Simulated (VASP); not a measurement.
The system is InAs.

```
In As
1.0
     0.00000    3.01800    3.01800
     3.01800    0.00000    3.01800
     3.01800    3.01800    0.00000
In As
1 1
Direct
  0.00000 0.00000 0.00000
  0.75000 0.75000 0.75000
```

| Quantity | Value |
| --- | --- |
| Program | VASP 6.6.1 |
| Task | relaxation of cell and atoms |
| Functional | r2SCAN |
| Potentials or basis | VASP PAW PBE potentials, release 64 (In_d, As) |
| Cutoff | 600 eV |
| k mesh | 10 × 10 × 10 |
| Occupations | fermi-dirac, width 0.1 eV |
| Spin | no spin polarisation |

At the start: pressure 2.3 GPa; volume 27.49 Å³/atom.

**Question.** How do energy, volume and symmetry change on relaxing?

**Answer.** Over 16 steps the energy falls by 7.1 meV/atom and the volume is 28.51 Å³/atom (+3.7 %); space group F-43m (No. 216, to 0.05 Å).

Step by step:
| step | energy change (eV) | largest force (eV/Å) | pressure (GPa) | volume (Å³) |
| --- | --- | --- | --- | --- |
| 1 | 0.0000 | 0.0000 | 2.30 | 54.98 |
| 2 | -0.0102 | 0.0000 | -1.82 | 58.18 |
| 3 | -0.0142 | 0.0000 | -0.02 | 57.05 |
| 4 | -0.0142 | 0.0000 | 0.03 | 57.01 |
| 5 | -0.0142 | 0.0000 | 0.02 | 57.01 |
| 6 | -0.0142 | 0.0000 | 0.03 | 57.01 |
| 7 | -0.0142 | 0.0000 | 0.02 | 57.01 |
| 8 | -0.0142 | 0.0000 | 0.02 | 57.01 |
| 9 | -0.0142 | 0.0000 | 0.02 | 57.01 |
| 10 | -0.0142 | 0.0000 | 0.02 | 57.01 |
| 11 | -0.0142 | 0.0000 | 0.02 | 57.01 |
| 12 | -0.0142 | 0.0000 | 0.02 | 57.01 |
| 13 | -0.0142 | 0.0000 | 0.02 | 57.01 |
| 14 | -0.0142 | 0.0000 | 0.02 | 57.01 |
| 15 | -0.0142 | 0.0000 | 0.03 | 57.02 |
| 16 | -0.0142 | 0.0000 | 0.00 | 57.02 |

Final structure:
```cif
data_structure
_symmetry_space_group_name_H-M 'P 1'
_symmetry_Int_Tables_number 1
_cell_length_a 4.3204
_cell_length_b 4.3204
_cell_length_c 4.3204
_cell_angle_alpha 60.000
_cell_angle_beta 60.000
_cell_angle_gamma 60.000
_cell_volume 57.02
loop_
_atom_site_label
_atom_site_type_symbol
_atom_site_fract_x
_atom_site_fract_y
_atom_site_fract_z
_atom_site_occupancy
In1 In 0.00000 0.00000 0.00000 1
As1 As 0.75000 0.75000 0.75000 1
```

Caveat: the PAW data sets were made with another functional, which shifts forces and pressure a little.
